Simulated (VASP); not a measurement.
# Ga6H (I-4) in VASP: relaxation of cell and atoms with PBE

Aim: the relaxation of cell and atoms of Ga6H with PBE.

All numbers are computed with VASP 6.6.1; they aren't measurements. Logs are shortened: lines on timing, memory, paths and dates and some standing lists are left out, and cuts for length are marked.

## Step 1: The cell of the first run

It takes space group I-4 (No. 82, tetragonal). The conventional cell has a = 6.200 Å, b = 6.200 Å, c = 6.126 Å, α = 90.00°, β = 90.00°, γ = 90.00°. Within 3.1 Å of Ga (site symmetry 1) lie 1 H at 2.01 Å and 8 Ga at 2.81 to 3.08 Å. Within 3.7 Å of Ga (site symmetry -4) lie 12 Ga at 2.81 to 3.46 Å and 4 H at 3.46 Å. Ga (site symmetry -4) has 12 Ga at 2.81 to 3.46 Å and 2 H at 3.06 Å within 3.7 Å. Within 2.7 Å of H (site symmetry -4) lie 4 Ga at 2.01 Å.

## Step 2: Relaxation of cell and atoms, PBE

The input, INCAR:

```
SYSTEM = Ga6H
ALGO     = Normal         ! electronic algorithm
EDIFF    = 1E-7           ! SCF threshold, eV
EDIFFG   = -0.025         ! ionic threshold
ENCUT    = 500            ! plane-wave cutoff, eV
GGA      = PE             ! functional
GGA_COMPAT= .False.      
IBRION   = 2              ! ionic algorithm
ISIF     = 3              ! what is computed and relaxed
ISMEAR   = 0              ! smearing method
LASPH    = .True.         ! aspherical terms in the spheres
LCHARG   = .False.        ! write CHGCAR
LREAL    = .False.        ! projectors in reciprocal space
LWAVE    = .False.        ! write WAVECAR
NELM     = 120            ! most SCF steps
NELMIN   = 4            
NSW      = 90             ! ionic steps
PREC     = Accurate       ! precision mode
SIGMA    = 0.1            ! smearing width, eV
```

The input, KPOINTS:

```
k-points
0
Gamma
  8 8 8
  0 0 0
```

The input, POSCAR:

```
Ga6H
1.0
   -3.1000666423      3.0632403890      3.1000666423
    3.1000666423     -3.0632403890      3.1000666423
    3.1000666423      3.0632403890     -3.1000666423
Ga H
6 1
Direct
    0.2313766404      0.6365685322      0.3811915916
    0.3750000000      0.2500000000      0.6250000000
    0.7446230595      0.8634314678      0.0948081082
    0.1250000000      0.7500000000      0.8750000000
    0.6188084084      0.3501850488      0.2553769405
    0.9051918918      0.1498149512      0.7686233596
    0.6250000000      0.7500000000      0.3750000000
```

Potentials or basis: VASP PAW PBE potentials, release 64 (Ga_d, H).

On the command line:

```
$ cat potpaw_PBE.64/Ga_d/POTCAR potpaw_PBE.64/H/POTCAR > POTCAR
$ mpirun -np 1 vasp_std > vasp.out
```

OUTCAR:

```text
SYSTEM = Ga6H
   EDIFF = 1E-7
   EDIFFG = -0.025
   ENCUT = 500
   GGA = PE
   IBRION = 2
   ISIF = 3
   ISMEAR = 0
   LASPH = .True.
   LREAL = .False.
   NELM = 120
   NELMIN = 4
   NSW = 90
   PREC = Accurate

 ion  position               nearest neighbor table
   1  0.231  0.637  0.381-   4 2.81   2 2.81   5 2.84   6 2.84   4 2.87
   2  0.375  0.250  0.625-   1 2.81   6 2.81   3 2.81   5 2.81
   3  0.745  0.863  0.095-   4 2.81   2 2.81   6 2.84   5 2.84   4 2.87
   4  0.125  0.750  0.875-   3 2.81   5 2.81   1 2.81   6 2.81   6 2.87   1 2.87   5 2.87   3 2.87

   5  0.619  0.350  0.255-   4 2.81   2 2.81   1 2.84   3 2.84   4 2.87
   6  0.905  0.150  0.769-   4 2.81   2 2.81   3 2.84   1 2.84   4 2.87
   7  0.625  0.750  0.375-

  LATTYP: Found a body centered tetragonal cell.
 ALAT       =     6.2001332846
 C/A-ratio  =     0.9881208188

  Lattice vectors:

 A1 = (  -3.1000666423,  -3.0632403890,   3.1000666423)
 A2 = (   3.1000666423,  -3.0632403890,  -3.1000666423)
 A3 = (   3.1000666423,   3.0632403890,   3.1000666423)

Analysis of symmetry for initial positions (statically):
=====================================================================
 Subroutine PRICEL returns:
 Original cell was already a primitive cell.

 Routine SETGRP: Setting up the symmetry group for a
 body centered tetragonal supercell.

 Subroutine GETGRP returns: Found  4 space group operations
 (whereof  1 operations were pure point group operations)
 out of a pool of 16 trial point group operations.

The static configuration has the point symmetry C_1 .
 The point group associated with its full space group is S_4 .

Analysis of symmetry for dynamics (positions and initial velocities):
=====================================================================
 Subroutine PRICEL returns:
 Original cell was already a primitive cell.

 Routine SETGRP: Setting up the symmetry group for a
 body centered tetragonal supercell.

 Subroutine GETGRP returns: Found  4 space group operations
 (whereof  1 operations were pure point group operations)
 out of a pool of 16 trial point group operations.

The dynamic configuration has the point symmetry C_1 .
 The point group associated with its full space group is S_4 .

 Subroutine INISYM returns: Found  4 space group operations
 (whereof  1 operations are pure point group operations),
 and found     1 'primitive' translations

----------------------------------------------------------------------------------------

                                     Primitive cell

  volume of cell :     117.7560

  direct lattice vectors                    reciprocal lattice vectors
    -3.100066642  3.063240389  3.100066642     0.000000000  0.163225845  0.161286855
     3.100066642 -3.063240389  3.100066642     0.161286855  0.000000000  0.161286855
     3.100066642  3.063240389 -3.100066642     0.161286855  0.163225845  0.000000000

  length of vectors
     5.348295808  5.348295808  5.348295808     0.229469227  0.228094058  0.229469227

  position of ions in fractional coordinates (direct lattice)
     0.231376640  0.636568532  0.381191592
     0.375000000  0.250000000  0.625000000
     0.744623060  0.863431468  0.094808108
     0.125000000  0.750000000  0.875000000
     0.618808408  0.350185049  0.255376940
     0.905191892  0.149814951  0.768623360
     0.625000000  0.750000000  0.375000000

  ion indices of the primitive-cell ions
   primitive index   ion index
                 1           1
                 2           2
                 3           3
                 4           4
                 5           5
                 6           6
                 7           7

[... 79 lines left out ...]
   POTIM  = 0.5000    time-step for ionic-motion
   TEBEG  =    0.0;   TEEND  =   0.0 temperature during run
   PSTRESS=    0.0 pullay stress
   NELECT =      79.0000    total number of electrons
   NUPDOWN=      -1.0000    fix difference up-down
   EMIN   =  10.00;   EMAX   =-10.00  energy-range for DOS
   EFERMI =   0.00;   METHOD = LEGACY
   ISMEAR =     0;   SIGMA  =   0.10  broadening in eV -4-tet -1-fermi 0-gaus
   EFERMI_NEDOS =   21; number of points for ismear=-14 and -15
   IALGO  =     38    algorithm
   IMIX   =      4    mixing-type and parameters
     AMIX     =   0.40;   BMIX     =  1.00
     AMIX_MAG =   1.60;   BMIX_MAG =  1.00
  volume/ion in A,a.u.               =      16.82       113.52
  Fermi-wavevector in a.u.,A,eV,Ry     =   1.433143  2.708247 27.944985  2.053898
  Thomas-Fermi vector in A             =   2.552693
   LORBIT       =      0    0 simple, 1 ext, 2 COOP (PROOUT), +10 PAW based schemes
   GGA     = PE    functional components
   LHFCALC =     F    Hartree Fock is set to
   AEXX    =    0.0000 exact exchange contribution
   IVDW    =     0    specifies the selected vdW correction
   LEPSILON=     F    determine dielectric tensor
   LRPA    =     F    only Hartree local field effects (RPA)
 conjugate gradient relaxation of ions
 non-spin polarized calculation
 Gauss-broadening in eV      SIGMA  =   0.10
  energy-cutoff  :      500.00
  volume of cell :      117.76
 maximum number of plane-waves:      3003
   NGX = 19   NGY = 19   NGZ = 19

--------------------------------------- Ionic step        1  -------------------------------------------

 number of electron      78.9999974 magnetization

 Free energy of the ion-electron system (eV)
  ---------------------------------------------------
  ext. energy  EPLUGINS =         0.00000000
  ---------------------------------------------------
  free energy    TOTEN  =       -19.91577182 eV

  energy without entropy =      -19.90206145  energy(sigma->0) =      -19.90891663

------------------------ aborting loop because EDIFF is reached ----------------------------------------

  FORCE on cell =-STRESS in cart. coord.  units (eV):
  Direction    XX          YY          ZZ          XY          YZ          ZX
  --------------------------------------------------------------------------------------
  -------------------------------------------------------------------------------------
  Total        0.2960823      0.1958842      0.2960823     -0.0000000      0.0000000      0.0000001
  in kB        4.0284674      2.6651822      4.0284674     -0.0000000      0.0000000      0.0000009
  external PRESSURE =       3.5740390 kB  Pullay stress =       0.0000000 kB

 VOLUME and BASIS-vectors are now :
 -----------------------------------------------------------------------------
  energy-cutoff  :      500.00
  volume of cell :      117.76
      direct lattice vectors                 reciprocal lattice vectors
    -3.100066642  3.063240389  3.100066642     0.000000000  0.163225845  0.161286855
     3.100066642 -3.063240389  3.100066642     0.161286855  0.000000000  0.161286855
     3.100066642  3.063240389 -3.100066642     0.161286855  0.163225845  0.000000000

 POSITION                                       TOTAL-FORCE (eV/Angst)
 -----------------------------------------------------------------------------------
      2.43784     -0.07352      1.50897         0.011014      0.013264      0.003166
      1.55003      2.29743      0.00000        -0.000000      0.000000      0.000000
      0.66223     -0.07352      4.69116        -0.011014      0.013264     -0.003166
      4.65010      0.76581      0.00000        -0.000000      0.000000      0.000000
     -0.04106      1.60514      2.21226         0.003166     -0.013264     -0.011014
      0.04106      4.66838      0.88781        -0.003166     -0.013264      0.011014
      1.55003      0.76581      3.10007        -0.000000      0.000000      0.000000
 -----------------------------------------------------------------------------------
    total drift:                                0.000001      0.000001     -0.000000

  FREE ENERGIE OF THE ION-ELECTRON SYSTEM (eV)
  ---------------------------------------------------
  free  energy   TOTEN  =       -19.9157718164 eV

  energy  without entropy=      -19.9020614528  energy(sigma->0) =      -19.90891663

--------------------------------------- Ionic step        2  -------------------------------------------

 number of electron      78.9999974 magnetization

 Free energy of the ion-electron system (eV)
  ---------------------------------------------------
  ext. energy  EPLUGINS =         0.00000000
  ---------------------------------------------------
  free energy    TOTEN  =       -19.91684432 eV

  energy without entropy =      -19.90308238  energy(sigma->0) =      -19.90996335

 E-fermi :   5.2014     XC(G=0): -10.8915

 val. band max:        5.1888729202   @ k =   0.3750  -0.3750   0.1250
 cond. band min:       5.2138707445   @ k =  -0.3750   0.1250   0.0000
 fundamental gap:      0.0249978243
 Fermi energy:         5.2013770128

 k-point     1 :       0.0000    0.0000    0.0000
  band No.  band energies     occupation
      1      -9.7624      2.00000
      2      -9.7367      2.00000
      3      -9.7184      2.00000
      4      -9.7111      2.00000
      5      -9.7111      2.00000
      6      -9.7073      2.00000
[... 1189 lines left out ...]
     46       8.9909      0.00000
     47       9.6081      0.00000

 [... further k-points ...]
[... 5 lines left out ...]
  --------------------------------------------------------------------------------------
  -------------------------------------------------------------------------------------
  Total        0.0653469      0.0002936      0.0653469      0.0000000      0.0000000     -0.0000001
  in kB        0.8842921      0.0039737      0.8842921      0.0000000      0.0000000     -0.0000012
  external PRESSURE =       0.5908527 kB  Pullay stress =       0.0000000 kB

 VOLUME and BASIS-vectors are now :
 -----------------------------------------------------------------------------
  energy-cutoff  :      500.00
  volume of cell :      118.40
      direct lattice vectors                 reciprocal lattice vectors
    -3.106392460  3.067375752  3.106392457    -0.000000000  0.163005787  0.160958413
     3.106392457 -3.067375752  3.106392460     0.160958413  0.000000000  0.160958413
     3.106392460  3.067375752 -3.106392457     0.160958413  0.163005787  0.000000000

 POSITION                                       TOTAL-FORCE (eV/Angst)
 -----------------------------------------------------------------------------------
      2.44335     -0.07298      1.51220         0.008823      0.012359      0.007434
      1.55320      2.30053      0.00000         0.000000      0.000000      0.000000
      0.66304     -0.07298      4.70058        -0.008823      0.012359     -0.007434
      4.65959      0.76684      0.00000         0.000000      0.000000      0.000000
     -0.04100      1.60667      2.21624         0.007434     -0.012359     -0.008823
      0.04100      4.67404      0.89015        -0.007434     -0.012359      0.008823
      1.55320      0.76684      3.10639        -0.000000      0.000000      0.000000
 -----------------------------------------------------------------------------------
    total drift:                                0.000001      0.000001     -0.000000

  FREE ENERGIE OF THE ION-ELECTRON SYSTEM (eV)
  ---------------------------------------------------
  free  energy   TOTEN  =       -19.9168443169 eV

  energy  without entropy=      -19.9030823796  energy(sigma->0) =      -19.90996335

 reached required accuracy - stopping structural energy minimisation
```

It took 15 min on 1 thread of Oxide Virtual Turin-like, shared host; peak memory 0.4 GiB.

Results:

```
Free energy                           : -19.9168 eV
Relaxed volume                        : 16.91 Å³/atom
Relaxed cell                          : a = 5.358 Å, b = 5.358 Å, c = 5.358 Å, α = 109.13°, β = 110.15°, γ = 109.13°
Space group after relaxing (to 0.1 Å) : I-4 (No. 82)
Energy gained by relaxing             : 0.2 meV/atom
Ionic steps                           : 2
Pressure after relaxing               : 0.1 GPa
Largest force after relaxing          : 0.017 eV/Å
Band gap on the k mesh                : zero (an odd number of electrons rules out a gap without spin polarisation)
```

Forces in eV/Å, atoms in the order of the input:
```
Ga   0.009  0.012  0.007
Ga   0.000  0.000  0.000
Ga  -0.009  0.012 -0.007
Ga   0.000  0.000  0.000
Ga   0.007 -0.012 -0.009
Ga  -0.007 -0.012  0.009
H    0.000  0.000  0.000
```

Step by step:
| step | energy change (eV) | largest force (eV/Å) | pressure (GPa) | volume (Å³) |
| --- | --- | --- | --- | --- |
| 1 | 0.0000 | 0.0175 | 0.36 | 117.76 |
| 2 | -0.0011 | 0.0169 | 0.06 | 118.40 |

Final structure:
```
Ga H
1.0
    -3.10639    3.06738    3.10639
     3.10639   -3.06738    3.10639
     3.10639    3.06738   -3.10639
Ga H
6 1
Direct
  0.23151 0.63668 0.38138
  0.37500 0.25000 0.62500
  0.74470 0.86332 0.09483
  0.12500 0.75000 0.87500
  0.61862 0.35012 0.25530
  0.90517 0.14988 0.76849
  0.62500 0.75000 0.37500
```

Levels at points of the mesh, in eV from the Fermi level:
```tsv
k point	band 36	band 37	band 38	band 39	band 40	band 41	band 42	band 43
(0.00, 0.00, 0.00)	-3.32	-2.66	-2.29	-2.29	-2.07	-1.91	-1.91	-1.54
(0.50, 0.00, 0.00)	-4.58	-1.73	-0.93	-0.71	-0.49	1.94	2.68	2.80
(0.00, 0.50, 0.00)	-4.22	-1.97	-1.00	-0.81	-0.65	1.95	2.46	2.55
(0.50, 0.50, 0.50)	-6.69	-0.33	1.05	1.18	1.18	1.30	1.44	1.47
```

PBE usually gives volumes a little too large and moduli too small. Zero-point motion and thermal expansion aren't in these numbers.

The gap in the log of VASP goes by the Fermi energy; the results here count the filled bands.